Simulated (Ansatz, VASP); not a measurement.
## NaF: VASP beside Ansatz

```
Na F
1.0
     0.00000    2.32330    2.39300
     2.32330    0.00000    2.39300
     2.32330    2.32330    0.00000
Na F
1 1
Direct
  0.00000 0.00000 0.00000
  0.50000 0.50000 0.50000
```

Change from the starting cell: strain +0.0300 x Voigt [0, 0, 1, 0, 0, 0], atoms carried along.

Alike in both runs: task single point; functional PBEsol; k mesh 8 × 8 × 8; occupations gaussian, width 0.05 eV; no spin polarisation.

```csv
,VASP,Ansatz
version,VASP 6.6.1,Ansatz 0.2.0
potentials or method,"VASP PAW PBE potentials, release 64 (Na_pv, F), cutoff 520 eV","scalar-relativistic, plane waves, PAW"
valence electrons in the cell,14,16
```

|  | VASP | Ansatz | Ansatz less VASP |
| --- | --- | --- | --- |
| gap on the k mesh at the Fermi level (eV) | 5.97 | 5.99 | +0.019 |
| least direct gap on the mesh (eV) | 5.97 | 5.99 | +0.019 |
| pressure (GPa) | -1.7 | -1.7 | +0.03 |
| traceless stress, the component that is largest in VASP (GPa) | -1.21 | -1.15 | +0.053 |

VASP's potentials were made for PBE, not for PBEsol. The functional is the same, so the differences come from potentials, cutoffs and numerics. VASP's potentials hold 14 valence electrons a cell and Ansatz's 16, so a difference there can come from the potentials and not from the codes.
